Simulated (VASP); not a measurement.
Input of a VASP 6.6.1 run:

Contents of INCAR:

```
PREC = Accurate
ENCUT = 520
EDIFF = 1E-7
ISMEAR = 0
SIGMA = 0.02
LREAL = False
LASPH = True
NELM = 100
ALGO = Normal
ISIF = 2
LWAVE = False
LCHARG = False
GGA = PE
IVDW = 12
NBANDS = 21
```

KPOINTS

```
regular mesh
0
Gamma
  8 8 8
```

POSCAR

```
PbF2
1.0
    0.0000000000      2.8567954798      2.8567954798
    2.8567954798      0.0000000000      2.8567954798
    2.8567954798      2.8567954798      0.0000000000
Pb F
1 2
Direct
    0.0000000000      0.0000000000      0.0000000000
    0.2500000000      0.2500000000      0.2500000000
    0.7500000000      0.7500000000      0.7500000000
```

Potentials or basis: VASP PAW PBE potentials, release 64 (Pb_d, F).

Launch:

```sh
$ cat potpaw_PBE.64/Pb_d/POTCAR potpaw_PBE.64/F/POTCAR > POTCAR
$ mpirun -np 1 vasp_std > vasp.out
```

Task: Estimate the pressure.

Result: 11.9 GPa.

Task: Estimate the dispersion energy per atom.

Result: -0.171 eV.

Caveat: the cell stands under pressure.
